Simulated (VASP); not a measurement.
Input of a VASP 6.6.1 run:

The input INCAR:

```
PREC = Accurate ; ENCUT = 520
EDIFF = 1E-6 ; ISMEAR = 0
SIGMA = 0.05 ; LREAL = F
LASPH = T ; NELM = 60
ALGO = Normal ; ISIF = 2
LWAVE = F ; LCHARG = F
NBANDS = 11
```

Contents of KPOINTS:

```
Automatic mesh
0
Gamma
  12 12 12
```

The input POSCAR:

```
C
1.0
    0.0000000000      1.7514376065      1.8379586243
    1.7514376065      0.0000000000      1.8379586243
    1.7514376065      1.7514376065      0.0000000000
C
2
Direct
    0.5000000000      0.5000000000      0.5000000000
    0.7500000000      0.7500000000      0.7500000000
```

Potentials or basis: VASP PAW LDA potentials, release 64 (C).

The run is started by

```console
$ cat potpaw_LDA.64/C/POTCAR > POTCAR
$ mpirun -np 1 vasp_std > vasp.out
```

(1) Estimate the pressure.

(2) Estimate the band gap on the k mesh.

## Answers

(1) -9.0 GPa.

(2) 3.53 eV, indirect (least direct gap 5.13 eV).
